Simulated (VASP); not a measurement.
# MoS2 (C2) in VASP: further runs, part 2 of 3

VASP 6.6.1. The steps go on from the part before.

## Step 5: Single point, PBE+D3(BJ) (strain +0.0350 x Voigt [0, 0, 0, 0, 1, 0])

INCAR reads:

```
SYSTEM = MoS2
  PREC = Accurate
  ENCUT = 520
  EDIFF = 1E-6
  ISMEAR = 0
  SIGMA = 0.05
  LREAL = .FALSE.
  LASPH = .TRUE.
  NELM = 60
  ALGO = Normal
  ISIF = 2
  LWAVE = .FALSE.
  LCHARG = .FALSE.
  GGA = PE
  IVDW = 12
  NBANDS = 20
```

KPOINTS reads:

```
regular mesh
0
G
  12 12 4
  0 0 0
```

POSCAR reads:

```
MoS2
1.0
    3.1497239970      0.0000000000      0.0551201699
   -1.5748619985      2.7277409963     -0.0275600850
    0.1163319966      0.0000000000      6.6475426602
Mo S
1 2
Direct
    0.0000000000      0.0000000000      0.0000000000
    0.3333333333      0.6666666667      0.2356692374
    0.3333333333      0.6666666667      0.7643307626
```

Potentials or basis: VASP PAW PBE potentials, release 64 (Mo_sv, S).

Run with:

```
$ cat potpaw_PBE.64/Mo_sv/POTCAR potpaw_PBE.64/S/POTCAR > POTCAR
$ mpirun -np 1 vasp_std > vasp.out
```

OUTCAR:

```text
SYSTEM = MoS2
   PREC = Accurate
   ENCUT = 520
   EDIFF = 1E-6
   ISMEAR = 0
   LREAL = .FALSE.
   LASPH = .TRUE.
   NELM = 60
   ISIF = 2
   GGA = PE
   IVDW = 12
 IVDW          = 12

 ion  position               nearest neighbor table
   1  0.000  0.000  0.000-   3 2.36   2 2.36   2 2.40   3 2.40   2 2.44   3 2.44
   2  0.333  0.667  0.236-   1 2.36   1 2.40   1 2.44
   3  0.333  0.667  0.764-   1 2.36   1 2.40   1 2.44

  LATTYP: Found a base centered monoclinic cell.
 ALAT       =     3.1502062616
 B/A-ratio  =     1.7317856482
 C/A-ratio  =     2.1105159266
 COS(beta)  =    -0.0349892845

  Lattice vectors:

 A1 = (  -1.5748619985,   2.7277409963,  -0.0275600850)
 A2 = (  -1.5748619985,  -2.7277409963,  -0.0275600849)
 A3 = (   0.1163319966,   0.0000000000,   6.6475426602)

Analysis of symmetry for initial positions (statically):
=====================================================================
 Subroutine PRICEL returns:
 Original cell was already a primitive cell.

 Routine SETGRP: Setting up the symmetry group for a
 base centered monoclinic supercell.

 Subroutine GETGRP returns: Found  2 space group operations
 (whereof  2 operations were pure point group operations)
 out of a pool of  4 trial point group operations.

The static configuration has the point symmetry C_2 .

Analysis of symmetry for dynamics (positions and initial velocities):
=====================================================================
 Subroutine PRICEL returns:
 Original cell was already a primitive cell.

 Routine SETGRP: Setting up the symmetry group for a
 base centered monoclinic supercell.

 Subroutine GETGRP returns: Found  2 space group operations
 (whereof  2 operations were pure point group operations)
 out of a pool of  4 trial point group operations.

The dynamic configuration has the point symmetry C_2 .

 Subroutine INISYM returns: Found  2 space group operations
 (whereof  2 operations are pure point group operations),
 and found     1 'primitive' translations

----------------------------------------------------------------------------------------

                                     Primitive cell

  volume of cell :      57.0957

  direct lattice vectors                    reciprocal lattice vectors
     3.149723997  0.000000000  0.055120170     0.317585396  0.183301861 -0.005557744
    -1.574861999  2.727740996 -0.027560085     0.000000000  0.366603721  0.000000000
     0.116331997  0.000000000  6.647542660    -0.002633358  0.000000000  0.150477612

  length of vectors
     3.150206262  3.149844570  6.648560487     0.366730070  0.366603721  0.150500652

  position of ions in fractional coordinates (direct lattice)
     0.000000000  0.000000000  0.000000000
     0.333333333  0.666666667  0.235669237
     0.333333333  0.666666667  0.764330763

  ion indices of the primitive-cell ions
   primitive index   ion index
                 1           1
                 2           2
                 3           3

----------------------------------------------------------------------------------------

 KPOINTS: regular mesh

Automatic generation of k-mesh.
 Grid dimensions read from file:
 generate k-points for:   12   12    4

 Generating k-lattice:

  Cartesian coordinates                     Fractional coordinates (reciprocal lattice)
     0.026465450  0.015275155 -0.000463145     0.083333333  0.000000000  0.000000000
     0.000000000  0.030550310  0.000000000     0.000000000  0.083333333  0.000000000
    -0.000658340  0.000000000  0.037619403     0.000000000  0.000000000  0.250000000

  Length of vectors
     0.030560839  0.030550310  0.037625163

  Shift w.r.t. Gamma in fractional coordinates (k-lattice)
     0.000000000  0.000000000  0.000000000

 Subroutine IBZKPT returns following result:
 ===========================================

 Found    164 irreducible k-points:

 Following reciprocal coordinates:
            Coordinates               Weight
  0.000000  0.000000  0.000000      1.000000
  0.083333 -0.000000  0.000000      4.000000
  0.166667 -0.000000 -0.000000      4.000000
  0.250000 -0.000000 -0.000000      4.000000
  0.333333 -0.000000  0.000000      4.000000
  0.416667 -0.000000  0.000000      4.000000
[... 16 lines left out ...]
  0.333333  0.166667  0.000000      4.000000
  0.416667  0.166667  0.000000      4.000000
 [... further k-points ...]
   k-points           NKPTS =    164   k-points in BZ     NKDIM =    164   number of bands    NBANDS=     20
   number of dos      NEDOS =    301   number of ions     NIONS =      3
   total plane-waves  NPLWV =  28800
   dimension x,y,z NGX =    24 NGY =   24 NGZ =   50
   dimension x,y,z NGXF=    48 NGYF=   48 NGZF=  100
   ions per type =               1   2
   NGX,Y,Z   is equivalent  to a cutoff of  12.67, 12.67, 12.50 a.u.
   NGXF,Y,Z  is equivalent  to a cutoff of  25.33, 25.33, 25.00 a.u.
 SYSTEM =  MoS2
   PREC   = accura    normal or accurate (medium, high low for compatibility)
   ISTART =      0    job   : 0-new  1-cont  2-samecut
   ICHARG =      2    charge: 1-file 2-atom 10-const
   ISPIN  =      1    spin polarized calculation?
   LNONCOLLINEAR =      F non collinear calculations
   LSORBIT =      F    spin-orbit coupling
   LASPH  =      T    aspherical Exc in radial PAW
   ENCUT  =  520.0 eV  38.22 Ry    6.18 a.u.   5.86  5.86 12.36*2*pi/ulx,y,z
   NELM   =     60;   NELMIN=  2; NELMDL= -5     # of ELM steps
   EDIFF  = 0.1E-05   stopping-criterion for ELM
   LREAL  =      F    real-space projection
   EDIFFG = 0.1E-04   stopping-criterion for IOM
   NSW    =      0    number of steps for IOM
   IBRION =     -1    ionic relax: 0-MD 1-quasi-New 2-CG
   NFREE  =      0    steps in history (QN), initial steepest desc. (CG)
   ISIF   =      2    stress and relaxation
   ISYM   =      2    0-nonsym 1-usesym 2-fastsym
   POTIM  = 0.5000    time-step for ionic-motion
   TEBEG  =    0.0;   TEEND  =   0.0 temperature during run
   PSTRESS=    0.0 pullay stress
   NELECT =      26.0000    total number of electrons
   NUPDOWN=      -1.0000    fix difference up-down
   EMIN   =  10.00;   EMAX   =-10.00  energy-range for DOS
   EFERMI =   0.00;   METHOD = LEGACY
   ISMEAR =     0;   SIGMA  =   0.05  broadening in eV -4-tet -1-fermi 0-gaus
   EFERMI_NEDOS =   21; number of points for ismear=-14 and -15
   IALGO  =     38    algorithm
   IMIX   =      4    mixing-type and parameters
     AMIX     =   0.40;   BMIX     =  1.00
     AMIX_MAG =   1.60;   BMIX_MAG =  1.00
  volume/ion in A,a.u.               =      19.03       128.43
  Fermi-wavevector in a.u.,A,eV,Ry     =   1.259500  2.380109 21.583456  1.586339
  Thomas-Fermi vector in A             =   2.393056
   LORBIT       =      0    0 simple, 1 ext, 2 COOP (PROOUT), +10 PAW based schemes
   GGA     = PE    functional components
   LHFCALC =     F    Hartree Fock is set to
   AEXX    =    0.0000 exact exchange contribution
   IVDW    =    12    specifies the selected vdW correction
   LEPSILON=     F    determine dielectric tensor
   LRPA    =     F    only Hartree local field effects (RPA)
 non-spin polarized calculation
 Gauss-broadening in eV      SIGMA  =   0.05
  energy-cutoff  :      520.00
  volume of cell :       57.10
 maximum number of plane-waves:      1553
   NGX = 11   NGY = 11   NGZ = 25

 number of electron      26.0000000 magnetization

 Free energy of the ion-electron system (eV)
  ---------------------------------------------------
  ext. energy  EPLUGINS =         0.00000000
  ---------------------------------------------------
  free energy    TOTEN  =       -21.77013943 eV

  energy without entropy =      -21.77013943  energy(sigma->0) =      -21.77013943

 E-fermi :   6.7780     XC(G=0): -10.3026

 val. band max:        6.4915697264   @ k =   0.0000   0.0000   0.5000
 cond. band min:       7.6967369642   @ k =  -0.3333   0.1667  -0.0000
 fundamental gap:      1.2051672378
 Fermi energy:         6.7779669995

 k-point     1 :       0.0000    0.0000    0.0000
  band No.  band energies     occupation
      1     -54.7690      2.00000
      2     -28.9367      2.00000
      3     -28.6901      2.00000
      4     -28.6891      2.00000
      5      -8.1918      2.00000
      6      -6.7314      2.00000
[... 12 lines left out ...]
     19      14.1950      0.00000
[... 513 lines left out ...]
      4     -28.8456      2.00000
      5      -6.0821      2.00000
      6      -5.8978      2.00000
[... 12 lines left out ...]
     19      14.7329      0.00000
     20      15.2025      0.00000

 [... further k-points ...]

------------------------ aborting loop because EDIFF is reached ----------------------------------------

 Edisp (eV)   -1.19300

 E8    (eV) :    -0.4819

  FORCE on cell =-STRESS in cart. coord.  units (eV):
  Direction    XX          YY          ZZ          XY          YZ          ZX
  --------------------------------------------------------------------------------------
  -------------------------------------------------------------------------------------
  Total       0.04700     0.00102     0.02729     0.00000    -0.00000    -1.56207
  in kB       1.31887     0.02872     0.76576     0.00000    -0.00000   -43.83373
  external pressure =        0.70 kB  Pullay stress =        0.00 kB

 VOLUME and BASIS-vectors are now :
 -----------------------------------------------------------------------------
  energy-cutoff  :      520.00
  volume of cell :       57.10
      direct lattice vectors                 reciprocal lattice vectors
     3.149723997  0.000000000  0.055120170     0.317585396  0.183301861 -0.005557744
    -1.574861999  2.727740996 -0.027560085     0.000000000  0.366603721  0.000000000
     0.116331997  0.000000000  6.647542660    -0.002633358  0.000000000  0.150477612

 POSITION                                       TOTAL-FORCE (eV/Angst)
 -----------------------------------------------------------------------------------
      0.00000      0.00000      0.00000        -0.000000      0.043859     -0.000000
      0.02742      1.81849      1.56662        -0.519706     -0.021929      0.028813
      0.08892      1.81849      5.08092         0.519706     -0.021929     -0.028813
 -----------------------------------------------------------------------------------
    total drift:                                0.000000      0.000053      0.000000

  FREE ENERGIE OF THE ION-ELECTRON SYSTEM (eV)
  ---------------------------------------------------
  free  energy   TOTEN  =       -22.9631411626 eV

  energy  without entropy=      -22.9631411626  energy(sigma->0) =      -22.96314116
```

stdout:

```text
POSCAR found type information on POSCAR MoS
 POSCAR found :  2 types and       3 ions
 scaLAPACK will be used
 LDA part: xc-table for (Slater+PW92), standard interpolation
 POSCAR, INCAR and KPOINTS ok, starting setup
 FFT: planning ... GRIDC
 FFT: planning ... GRID_SOFT
 FFT: planning ... GRID
 WAVECAR not read
 entering main loop
```

Run time: 1.9 min. Hardware: 1 thread of Intel Xeon Platinum 8375C at 2.90GHz (Ice Lake), shared host; peak memory 0.31 GiB.

Results:

* Free energy: -22.9631 eV
* Pressure: 0.1 GPa
* Largest force: 0.521 eV/Å
* Band gap on the k mesh: 1.21 eV (least direct gap 1.75 eV)
* Dispersion energy per atom: -0.398 eV

Forces in eV/Å, atoms in the order of the input:
```
Mo   0.000  0.044  0.000
S   -0.520 -0.022  0.029
S    0.520 -0.022 -0.029
```

Stress tensor (GPa, compression positive):
```
 0.13  0.00 -4.38
 0.00  0.00  0.00
-4.38  0.00  0.08
```

Levels at points of the mesh, in eV from the valence-band top:
| k point | band 10 | band 11 | band 12 | band 13 | band 14 | band 15 | band 16 | band 17 |
| --- | --- | --- | --- | --- | --- | --- | --- | --- |
| (0.00, 0.00, 0.00) | -1.90 | -1.88 | -1.48 | -0.92 | 2.38 | 2.39 | 2.65 | 2.65 |
| (0.50, 0.00, 0.00) | -3.59 | -2.01 | -1.38 | -1.27 | 1.92 | 2.32 | 3.83 | 4.04 |
| (0.00, 0.50, 0.00) | -3.59 | -2.00 | -1.37 | -1.29 | 1.92 | 2.32 | 3.84 | 4.02 |
| (0.00, 0.00, 0.50) | -2.88 | -1.91 | -1.90 | 0.00 | 2.33 | 2.34 | 2.72 | 2.73 |
| (0.50, 0.00, 0.50) | -3.62 | -2.84 | -1.30 | -0.86 | 1.94 | 2.51 | 3.17 | 3.85 |
| (0.00, 0.50, 0.50) | -3.60 | -2.83 | -1.31 | -0.87 | 1.94 | 2.51 | 3.18 | 3.84 |

Caveat: the cell differs from its parent crystal (strain +0.0350 x Voigt [0, 0, 0, 0, 1, 0]).

[end of part 2 of 3]
